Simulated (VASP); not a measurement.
Write the native input for VASP 6.6.1 that does the following.

```
Task                   : single point
Functional             : PBE
Potentials or basis    : VASP PAW PBE potentials, release 64 (Li_sv, Tl_d, F)
Cutoff                 : 520 eV
k mesh                 : 6 × 6 × 4
Occupations            : gaussian, width 0.1 eV
Spin                   : no spin polarisation
Dipole correction      : no
Further INCAR settings : ALGO = Normal; EDIFF = 1e-06; NBANDS = 31
```

The structure of LiTlF4 lies in POSCAR:

```
LiTlF4
1.0
    3.7336322600      0.0000000000      0.0000000000
    0.0000000000      3.7336322600      0.0000000000
    0.0000000000      0.0000000000      5.2801533800
Li Tl F
1 1 4
Direct
    0.0000000000      0.0000000000      0.0000000000
    0.5000000000      0.5000000000      0.5000000000
    0.5000000000      0.0000000000      0.2500000000
    0.0000000000      0.5000000000      0.7500000000
    0.5000000000      0.0000000000      0.7500000000
    0.0000000000      0.5000000000      0.2500000000
```

These files were run (other wordings do the same):

INCAR

```
ALGO     = Normal         # electronic algorithm
EDIFF    = 1E-6           # SCF threshold, eV
ENCUT    = 520            # plane-wave cutoff, eV
GGA      = PE             # functional
ISIF     = 2              # what is computed and relaxed
ISMEAR   = 0              # smearing method
LASPH    = T              # aspherical terms in the spheres
LCHARG   = T              # write CHGCAR
LELF     = T              # ELF
LREAL    = F              # projectors in reciprocal space
LVHAR    = T            
LWAVE    = F              # write WAVECAR
NBANDS   = 31             # bands
NELM     = 60             # most SCF steps
PREC     = Accurate       # precision mode
SIGMA    = 0.1            # smearing width, eV
```

KPOINTS

```
k-points
0
Gamma
  6 6 4
```

Potentials or basis: VASP PAW PBE potentials, release 64 (Li_sv, Tl_d, F).

Command:

```bash
$ cat potpaw_PBE.64/Li_sv/POTCAR potpaw_PBE.64/Tl_d/POTCAR potpaw_PBE.64/F/POTCAR > POTCAR
$ mpirun -np 1 vasp_std > vasp.out
```

It gave:

```json
{
 "Largest force": "0.107 eV/Å",
 "Band gap on the k mesh": "2.03 eV, indirect (least direct gap 2.23 eV)"
}
```

Caveat: spin-orbit coupling is left out, which moves the levels of the heavy elements.

Run time: 34 s on 1 thread of Intel(R) Xeon(R) Platinum 8488C (Sapphire Rapids), on a shared host, peak memory 0.21 GiB.
